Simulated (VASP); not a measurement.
A run of VASP 6.6.1 is set up as follows.

Contents of INCAR:

```
  PREC = Accurate
  ENCUT = 500
  EDIFF = 1E-6
  ISMEAR = 0
  SIGMA = 0.1
  LREAL = F
  LASPH = T
  NELM = 200
  ALGO = Normal
  ISIF = 2
  LWAVE = F
  LCHARG = F
  GGA = PE
  NBANDS = 20
  GGA_COMPAT = F
  LMAXMIX = 6
```

KPOINTS

```
regular mesh
0
Gamma
  12 12 8
```

Contents of POSCAR:

```
NdAl2S
1.0
    3.9283435695      0.0000000000      0.0000000000
    0.0000000000      3.9283435695      0.0000000000
    0.0000000000      0.0000000000      5.9803497907
Nd Al S
1 2 1
Direct
    0.0000000000      0.0000000000      0.0000000000
    0.5000000000      0.0000000000      0.5000000000
    0.0000000000      0.5000000000      0.5000000000
    0.5000000000      0.5000000000      0.0000000000
```

Potentials or basis: VASP PAW PBE potentials, release 64 (Nd_3, Al, S), 4f in core.

The run is started by

```sh
$ cat potpaw_PBE.64/Nd_3/POTCAR potpaw_PBE.64/Al/POTCAR potpaw_PBE.64/S/POTCAR > POTCAR
$ mpirun -np 1 vasp_std > vasp.out
```

Problem. Estimate the pressure.

Solution. 0.0 GPa.

Problem. Estimate the band gap on the k mesh.

Solution. Zero (an odd number of electrons rules out a gap without spin polarisation).

Stress tensor (GPa, compression positive):
```
 0.05  0.00  0.00
 0.00  0.05  0.00
 0.00  0.00 -0.09
```

Caveat: spin-orbit coupling is left out, which moves the levels of the heavy elements; the 4f electrons are frozen in the core, so they carry no moment and show no levels; the run has no spin polarisation, though such a crystal can be magnetic. Spin polarisation is off, so any magnetic state and its effect on volume and gap are missing.
